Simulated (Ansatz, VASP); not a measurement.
**HfB2: VASP beside Ansatz**

```
Hf B
1.0
     3.14000    0.00000    0.00000
    -1.57000    2.71932    0.00000
     0.00000    0.00000    3.48000
Hf B
1 2
Direct
  0.00000 0.00000 0.00000
  0.66667 0.33333 0.50287
  0.33333 0.66667 0.50000
```

Alike in both runs: task single point; functional PBE; k mesh 12 × 12 × 10; occupations gaussian, width 0.05 eV; no spin polarisation.

```csv
,VASP,Ansatz
version,VASP 6.6.1,Ansatz 0.2.0
potentials or method,"VASP PAW PBE potentials, release 64 (Hf_pv, B), cutoff 500 eV","scalar-relativistic, plane waves, PAW"
valence electrons in the cell,16,32
```

```tsv
	VASP	Ansatz	Ansatz less VASP
rms of the force components (eV/Å)	0.039	0.039	+0.0004
```

Atom by atom the forces differ by 0.001 eV/Å (rms over components). VASP's potentials hold 16 valence electrons a cell and Ansatz's 32, so a difference there can come from the potentials and not from the codes.

Spin-orbit coupling is off throughout.
